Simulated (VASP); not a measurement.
# Ba5Ti4O12 in VASP: further runs, part 2 of 2

VASP 6.6.1. The steps go on from the part before.

### 3 Single point, PBE

The input, INCAR:

```
  PREC = Accurate
  ENCUT = 520
  EDIFF = 1E-6
  ISMEAR = 0
  SIGMA = 0.05
  LREAL = Auto
  LASPH = T
  NELM = 60
  ALGO = Normal
  ISIF = 2
  LWAVE = F
  LCHARG = F
  GGA = PE
  NBANDS = 101
```

The input, KPOINTS:

```
Automatic mesh
0
Gamma
  2 2 1
```

The input, POSCAR:

```
Ba5Ti4O12
1.0
    6.9745790000      0.0000000000      0.0000000000
    0.0000000000      5.7506790000      0.0000000000
    0.0000000000      0.0000000000     18.7432490000
Ba Ti O
5 4 12
Direct
    0.6656106694      0.4964442532      0.1423682770
    0.0000000000      0.9965861600      0.0533525400
    1.0351484566      0.4822277867      0.3213967421
    0.3431420979      0.9971842683      0.2288199976
    0.5453350182      0.3341608691      0.4803140073
    0.5000000000      0.9814961900      0.0533525400
    0.1452098319      0.4934380002      0.1306924040
    0.8632533039      0.9809658351      0.2390935170
    0.5475752409      0.4755550770      0.3119083476
    0.3358999900      0.7651112200      0.0958378300
    1.0068676652      0.7673389670      0.1787454361
    0.6853421421     -0.0024191544      0.1140649828
    1.0019362665      0.2625242256      0.1821934481
    0.3271900400      0.2651112200      0.0980928200
    0.0000000000      0.5117952500      0.0533525400
    0.6798816234      0.7545339478      0.2632782354
    0.7137211756      0.5194022515      0.3923285312
    1.0234822249     -0.0134669841      0.3104294914
    0.3634547224      0.3553450006      0.3751469612
    0.6749378540      0.2401598547      0.2642819725
    0.3520955585      0.5267787398      0.2397106852
```

Potentials or basis: VASP PAW PBE potentials, release 64 (Ba_sv, Ti_sv, O).

Launch:

```sh
$ cat potpaw_PBE.64/Ba_sv/POTCAR potpaw_PBE.64/Ti_sv/POTCAR potpaw_PBE.64/O/POTCAR > POTCAR
$ mpirun -np 1 vasp_std > vasp.out
```

OUTCAR:

```text
PREC = Accurate
   ENCUT = 520
   EDIFF = 1E-6
   ISMEAR = 0
   LREAL = Auto
   LASPH = T
   NELM = 60
   ISIF = 2
   GGA = PE

 ion  position               nearest neighbor table
   1  0.666  0.496  0.142-  16 2.71  20 2.72  13 2.81  14 2.83  21 2.85  15 2.87  10 2.90  12 2.92
                            11 2.93  12 2.93   9 3.28   7 3.35   6 3.45   6 3.59   8 3.60   7 3.64
   2  0.000  0.997  0.053-  12 2.47  11 2.70  15 2.79  10 2.81  13 2.86  14 2.88  15 2.96   7 3.36
                             7 3.39   6 3.49   6 3.49   8 3.61   1 4.06   1 4.06   4 4.07
   3  0.035  0.482  0.321-  19 2.61  17 2.62  21 2.70  18 2.86  13 2.91  18 2.91  20 3.07  16 3.13
                            11 3.14   9 3.41   8 3.47   8 3.48   9 3.58   7 3.66   4 3.93   4 4.05
   4  0.343  0.997  0.229-  18 2.70  21 2.71  20 2.78  16 2.81  10 2.83  11 2.85  14 2.90  13 2.96
                            21 3.05  12 3.21   8 3.35   6 3.47   9 3.47   8 3.63   7 3.67   9 3.67
   5  0.545  0.334  0.480-  17 2.29  19 2.35   9 3.26   3 4.61   3 4.72
   6  0.500  0.981  0.053-  12 1.72  10 1.87  14 2.19   1 3.45   4 3.47   2 3.49   2 3.49   1 3.59

   7  0.145  0.493  0.131-  15 1.77  13 1.92  14 1.93  11 2.06  10 2.15   1 3.35   2 3.36   2 3.39
                             1 3.64   3 3.66   4 3.67   4 3.70
   8  0.863  0.981  0.239-  18 1.74  16 1.88  11 1.95  20 2.04  13 2.17   4 3.35   3 3.47   3 3.48
                             1 3.60   2 3.61   4 3.63   1 3.74
   9  0.548  0.476  0.312-  20 1.85  19 1.88  17 1.92  21 1.94  16 2.06   5 3.26   1 3.28   3 3.41
                             4 3.47   3 3.58   4 3.67
  10  0.336  0.765  0.096-   6 1.87   7 2.15   2 2.81   4 2.83   1 2.90
  11  0.007  0.767  0.179-   8 1.95   7 2.06   2 2.70   4 2.85   1 2.93   3 3.14
  12  0.685  0.998  0.114-   6 1.72   2 2.47   1 2.92   1 2.93   4 3.21
  13  0.002  0.263  0.182-   7 1.92   8 2.17   1 2.81   2 2.86   3 2.91   4 2.96
  14  0.327  0.265  0.098-   7 1.93   6 2.19   1 2.83   2 2.88   4 2.90
  15  0.000  0.512  0.053-   7 1.77   2 2.79   1 2.87   2 2.96
  16  0.680  0.755  0.263-   8 1.88   9 2.06   1 2.71   4 2.81   3 3.13
  17  0.714  0.519  0.392-   9 1.92   5 2.29   3 2.62
  18  0.023  0.987  0.310-   8 1.74   4 2.70   3 2.86   3 2.91
  19  0.363  0.355  0.375-   9 1.88   5 2.35   3 2.61
  20  0.675  0.240  0.264-   9 1.85   8 2.04   1 2.72   4 2.78   3 3.07
  21  0.352  0.527  0.240-   9 1.94   3 2.70   4 2.71   1 2.85   4 3.05

  LATTYP: Found a simple orthorhombic cell.
 ALAT       =     5.7506790000
 B/A-ratio  =     1.2128270418
 C/A-ratio  =     3.2593105962

  Lattice vectors:

 A1 = (   0.0000000000,  -5.7506790000,   0.0000000000)
 A2 = (   6.9745790000,   0.0000000000,   0.0000000000)
 A3 = (   0.0000000000,   0.0000000000,  18.7432490000)

Analysis of symmetry for initial positions (statically):
=====================================================================
 Subroutine PRICEL returns:
 Original cell was already a primitive cell.

 Routine SETGRP: Setting up the symmetry group for a
 simple orthorhombic supercell.

 Subroutine GETGRP returns: Found  1 space group operations
 (whereof  1 operations were pure point group operations)
 out of a pool of  8 trial point group operations.

The static configuration has the point symmetry C_1 .

Analysis of symmetry for dynamics (positions and initial velocities):
=====================================================================
 Subroutine PRICEL returns:
 Original cell was already a primitive cell.

 Routine SETGRP: Setting up the symmetry group for a
 simple orthorhombic supercell.

 Subroutine GETGRP returns: Found  1 space group operations
 (whereof  1 operations were pure point group operations)
 out of a pool of  8 trial point group operations.

[... 103 lines left out ...]
   dimension x,y,z NGXF=   108 NGYF=   96 NGZF=  280
   ions per type =               5   4  12
   NGX,Y,Z   is equivalent  to a cutoff of  12.87, 13.88, 12.42 a.u.
   NGXF,Y,Z  is equivalent  to a cutoff of  25.74, 27.75, 24.84 a.u.
 SYSTEM =  unknown system
   PREC   = accura    normal or accurate (medium, high low for compatibility)
   ISTART =      0    job   : 0-new  1-cont  2-samecut
   ICHARG =      2    charge: 1-file 2-atom 10-const
   ISPIN  =      1    spin polarized calculation?
   LNONCOLLINEAR =      F non collinear calculations
   LSORBIT =      F    spin-orbit coupling
   LASPH  =      T    aspherical Exc in radial PAW
   ENCUT  =  520.0 eV  38.22 Ry    6.18 a.u.  12.97 10.69 34.85*2*pi/ulx,y,z
   NELM   =     60;   NELMIN=  2; NELMDL= -5     # of ELM steps
   EDIFF  = 0.1E-05   stopping-criterion for ELM
   LREAL  =      T    real-space projection
   EDIFFG = 0.1E-04   stopping-criterion for IOM
   NSW    =      0    number of steps for IOM
   IBRION =     -1    ionic relax: 0-MD 1-quasi-New 2-CG
   NFREE  =      0    steps in history (QN), initial steepest desc. (CG)
   ISIF   =      2    stress and relaxation
   ISYM   =      2    0-nonsym 1-usesym 2-fastsym
   POTIM  = 0.5000    time-step for ionic-motion
   TEBEG  =    0.0;   TEEND  =   0.0 temperature during run
   PSTRESS=    0.0 pullay stress
   NELECT =     170.0000    total number of electrons
   NUPDOWN=      -1.0000    fix difference up-down
   EMIN   =  10.00;   EMAX   =-10.00  energy-range for DOS
   EFERMI =   0.00;   METHOD = LEGACY
   ISMEAR =     0;   SIGMA  =   0.05  broadening in eV -4-tet -1-fermi 0-gaus
   EFERMI_NEDOS =   21; number of points for ismear=-14 and -15
   IALGO  =     38    algorithm
   IMIX   =      4    mixing-type and parameters
     AMIX     =   0.40;   BMIX     =  1.00
     AMIX_MAG =   1.60;   BMIX_MAG =  1.00
  volume/ion in A,a.u.               =      35.80       241.58
  Fermi-wavevector in a.u.,A,eV,Ry     =   0.997387  1.884789 13.534821  0.994781
  Thomas-Fermi vector in A             =   2.129540
   LORBIT       =      0    0 simple, 1 ext, 2 COOP (PROOUT), +10 PAW based schemes
   GGA     = PE    functional components
   LHFCALC =     F    Hartree Fock is set to
   AEXX    =    0.0000 exact exchange contribution
   IVDW    =     0    specifies the selected vdW correction
   LEPSILON=     F    determine dielectric tensor
   LRPA    =     F    only Hartree local field effects (RPA)
 non-spin polarized calculation
 Gauss-broadening in eV      SIGMA  =   0.05
  energy-cutoff  :      520.00
  volume of cell :      751.76
 maximum number of plane-waves:     20270
 NGX is ok and might be reduce to    54
   NGX = 25   NGY = 21   NGZ = 69

 number of electron     169.9999985 magnetization

 Free energy of the ion-electron system (eV)
  ---------------------------------------------------
  ext. energy  EPLUGINS =         0.00000000
  ---------------------------------------------------
  free energy    TOTEN  =      -156.50503339 eV

  energy without entropy =     -156.49102769  energy(sigma->0) =     -156.49803054

 E-fermi :   0.9454     XC(G=0):  -5.6589

 val. band max:        0.9367296860   @ k =   0.5000   0.5000   0.0000
 cond. band min:       0.9547628351   @ k =   0.0000   0.5000   0.0000
 fundamental gap:      0.0180331491
 Fermi energy:         0.9454351377

 k-point     1 :       0.0000    0.0000    0.0000
  band No.  band energies     occupation
      1     -57.6482      2.00000
      2     -57.4629      2.00000
      3     -57.4058      2.00000
      4     -57.2213      2.00000
      5     -34.3126      2.00000
      6     -34.0564      2.00000
[... 389 lines left out ...]
     96       2.4762      0.00000
     97       2.5013      0.00000
 [bands above 97 left out]

------------------------ aborting loop because EDIFF is reached ----------------------------------------

  FORCE on cell =-STRESS in cart. coord.  units (eV):
  Direction    XX          YY          ZZ          XY          YZ          ZX
  --------------------------------------------------------------------------------------
  -------------------------------------------------------------------------------------
  Total        9.8830636     -1.2534602      1.2386260      1.1860582     -1.2147037      2.2369560
  in kB       21.0629974     -2.6714014      2.6397862      2.5277528     -2.5888026      4.7674486
  external PRESSURE =       7.0104607 kB  Pullay stress =       0.0000000 kB

 VOLUME and BASIS-vectors are now :
 -----------------------------------------------------------------------------
  energy-cutoff  :      520.00
  volume of cell :      751.76
      direct lattice vectors                 reciprocal lattice vectors
     6.974579000  0.000000000  0.000000000     0.143377830  0.000000000  0.000000000
     0.000000000  5.750679000  0.000000000     0.000000000  0.173892509  0.000000000
     0.000000000  0.000000000 18.743249000     0.000000000  0.000000000  0.053352543

 POSITION                                       TOTAL-FORCE (eV/Angst)
 -----------------------------------------------------------------------------------
      4.64235      2.85489      2.66844        -0.021283      0.001970     -0.119268
      0.00000      5.73105      1.00000         1.122963      0.059298     -0.706112
      0.24515      2.77314      6.02402        -0.045262      0.025213      0.025189
      2.39327      5.73449      4.28883         0.034481      0.060045      0.024918
      3.80348      1.92165      9.00265        -0.057587     -0.269840      0.734082
      3.48729      5.64427      1.00000        -3.731024      0.872608      2.448186
[... 13 lines left out ...]
      4.70741      1.38108      4.95350         0.060749     -0.059730      0.027727
      2.45572      3.02934      4.49296         0.016669     -0.024809     -0.047505
 -----------------------------------------------------------------------------------
    total drift:                               -0.000529     -0.029695     -0.000434

  FREE ENERGIE OF THE ION-ELECTRON SYSTEM (eV)
  ---------------------------------------------------
  free  energy   TOTEN  =      -156.5050333853 eV

  energy  without entropy=     -156.4910276917  energy(sigma->0) =     -156.49803054
```

Run time: 12 min. Hardware: 1 thread of Intel Xeon Platinum 8488C (Sapphire Rapids), shared host; peak memory 0.81 GiB.

Results:

```yaml
Free_energy: -156.5050 eV
Largest_force: 4.547 eV/Å
Band_gap_on_the_k_mesh: zero (bands 85 and 86 overlap by 0.26 eV)
```

Forces on the atoms (eV/Å):
```
Ba  -0.021  0.002 -0.119
Ba   1.123  0.059 -0.706
Ba  -0.045  0.025  0.025
Ba   0.034  0.060  0.025
Ba  -0.058 -0.270  0.734
Ti  -3.731  0.873  2.448
Ti   0.080  0.034  0.090
Ti  -0.102  0.031 -0.104
Ti  -0.009  0.057 -0.003
O    1.294  0.479 -1.389
O    0.004 -0.040  0.035
O   -0.039  0.005  0.173
O    0.000 -0.031  0.031
O    1.567 -1.289 -1.267
O   -0.260 -0.133  0.334
O    0.005  0.008  0.063
O    0.206  0.265 -0.270
O    0.042 -0.011  0.163
O   -0.167 -0.040 -0.241
O    0.061 -0.060  0.028
O    0.017 -0.025 -0.048
```

Levels at points of the mesh, in eV from the Fermi level:
| k point | band 83 | band 84 | band 85 | band 86 | band 87 | band 88 |
| --- | --- | --- | --- | --- | --- | --- |
| (0.00, 0.00, 0.00) | -2.59 | -2.48 | -0.33 | -0.25 | 0.11 | 0.43 |
| (0.50, 0.00, 0.00) | -2.54 | -2.46 | -0.18 | 0.09 | 0.16 | 0.54 |
| (0.00, 0.50, 0.00) | -2.68 | -2.53 | 0.01 | 0.30 | 0.56 | 0.76 |
| (0.50, 0.50, 0.00) | -2.67 | -2.56 | -0.01 | 0.37 | 0.62 | 0.70 |

Caveat: the k points lie up to 0.55 Å⁻¹ apart; there is no dipole correction, which matters where the two faces differ; spin-orbit coupling is left out, which moves the levels of the heavy elements; semilocal functionals often make such compounds metallic where correlation or magnetic order opens a gap, which also shifts bond lengths.
